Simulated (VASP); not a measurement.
# Be2Sb3P: single point with r2SCAN+rVV10

The system is Be2Sb3P.

```
Be Sb P
1.0
     4.99949    0.00000    0.00000
    -2.49974    4.32968    0.00000
     0.00000    0.00000    5.88236
Be Sb P
2 3 1
Direct
  0.66667 0.33333 0.18166
  0.66667 0.33333 0.81834
  0.00000 0.00000 0.50000
  0.33333 0.66667 0.00000
  0.33333 0.66667 0.50000
  0.00000 0.00000 0.00000
```

* Program: VASP 6.6.1
* Task: single point
* Functional: r2SCAN
* Dispersion: rVV10
* Potentials or basis: VASP PAW PBE potentials, release 64 (Be, Sb, P)
* Cutoff: 520 eV
* k mesh: 6 × 6 × 4
* Occupations: fermi-dirac, width 0.03 eV
* Spin: no spin polarisation

- Pressure: 0.3 GPa
- Band gap on the k mesh: zero (bands 12 and 13 overlap by 3.31 eV)

Levels at points of the mesh, in eV from the Fermi level:
```
           k point  band 8  band 9  band 10  band 11  band 12  band 13  band 14  band 15  band 16  band 17
(0.00, 0.00, 0.00)   -2.74   -2.74    -2.68    -2.39    -2.34    -2.34     0.80     1.34     1.34     2.07
(0.50, 0.00, 0.00)   -4.60   -3.36    -2.29    -0.27     0.50     1.17     1.52     1.85     3.03     3.10
(0.00, 0.00, 0.50)   -3.78   -2.69    -2.66    -2.26    -2.12    -2.12    -0.69    -0.69    -0.20     1.97
(0.50, 0.00, 0.50)   -3.89   -1.67    -1.26    -0.41    -0.38     1.06     1.57     2.19     2.72     2.76
```

It took 3.3 min on 1 thread of Intel(R) Xeon(R) 6975P-C (Granite Rapids) (shared host), peak memory 0.58 GiB.

Caveat: the PAW data sets were made with another functional, which shifts forces and pressure a little; spin-orbit coupling is left out, which moves the levels of the heavy elements.
